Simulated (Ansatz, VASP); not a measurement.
# One calculation of Gd2YN3, two programs

INCAR

```
SYSTEM = Gd2YN3
PREC = Accurate ; ENCUT = 600
EDIFF = 1E-6 ; ISMEAR = 0
SIGMA = 0.15 ; LREAL = .FALSE.
LASPH = .TRUE. ; NELM = 150
ALGO = Normal ; ISIF = 3
LWAVE = .FALSE. ; LCHARG = .FALSE.
ISPIN = 2 ; MAGMOM = 0 7 7 0 0 0
LORBIT = 11 ; LMAXMIX = 6
GGA = PE ; IBRION = 2
NSW = 36 ; EDIFFG = -0.08
```

The input KPOINTS:

```
regular mesh
0
G
  4 4 2
  0 0 0
```

Contents of POSCAR:

```
Gd2YN3
1.0
    3.5364873900      0.0000000000      0.0000000000
   -1.7682436900      3.0626879200      0.0000000000
    0.0000000000      0.0000000000      8.6749733400
Y Gd N
1 2 3
Direct
    0.0000000000      0.0000000000      0.0000000000
    0.3333333300      0.6666666700      0.3333300000
    0.6666666700      0.3333333300      0.6666700000
    0.6666666700      0.3333333300      0.1666700000
    0.3333333300      0.6666666700      0.8333300000
    0.0000000000      0.0000000000      0.5000000000
```

Input for Ansatz:

```yaml
crystal:
  lattice:
    - [3.53648739, 0.0, 0.0]
    - [-1.76824369, 3.06268792, 0.0]
    - [0.0, 0.0, 8.67497334]
  atoms:
    - { symbol: "Y", position: [0.0, 0.0, 0.0] }
    - { symbol: Gd, position: [0.33333333, 0.66666667, 0.33333], spin: 7.0 }
    - { symbol: Gd, position: [0.66666667, 0.33333333, 0.66667], spin: 7.0 }
    - { symbol: "N", position: [0.66666667, 0.33333333, 0.16667] }
    - { symbol: "N", position: [0.33333333, 0.66666667, 0.83333] }
    - { symbol: "N", position: [0.0, 0.0, 0.5] }
basis:
  ecutwfc: 420
kpoints:
  mp_grid: { grid: [4, 4, 2] }
hamiltonian:
  xc: pbe
scf:
  occupations: { method: gaussian, width: 0.15 }
  lower_state_search: "off"
output:
  forces: true
  stress: true
  eigenvalues: true
  populations: true
magnetization:
  spin_polarized: true
relax:
  adjacent_minimum: "off"
  f_tol: 0.08
  max_steps: 16
  cell: { stress_tol: 0.8 }
```

Alike in both runs: task relaxation of cell and atoms; functional PBE; k mesh 4 × 4 × 2; occupations gaussian, width 0.15 eV; collinear spin.

```csv
,VASP,Ansatz
version,VASP 6.6.1,Ansatz 0.2.0
potentials or method,"VASP PAW PBE potentials, release 64 (Y_sv, Gd, N), cutoff 600 eV","scalar-relativistic, plane waves, PAW"
valence electrons in the cell,62,62
```

|  | VASP | Ansatz | Ansatz less VASP |
| --- | --- | --- | --- |
| gap on the k mesh at the Fermi level, each at its own relaxed structure (eV) | none | none | - |
| net moment per atom (μB) | 2.33 | 2.33 | 0.000 |
| size of the moment on the site where the two differ most (μB) | 6.79 | 6.85 | +0.059 |
| relaxed volume (Å³/atom) | 15.25 | 15.26 | +0.013 |
| relaxed length of the cell vector where the two differ most in proportion (Å) | 8.562 | 8.595 | +0.0335 |

Site moments also hang on the region over which each program counts them. A gap of «none» marks a metal or a gap that the smearing closes.

The k mesh is coarse, so the values compare programs but aren't converged. Neither program's run includes spin-orbit coupling.
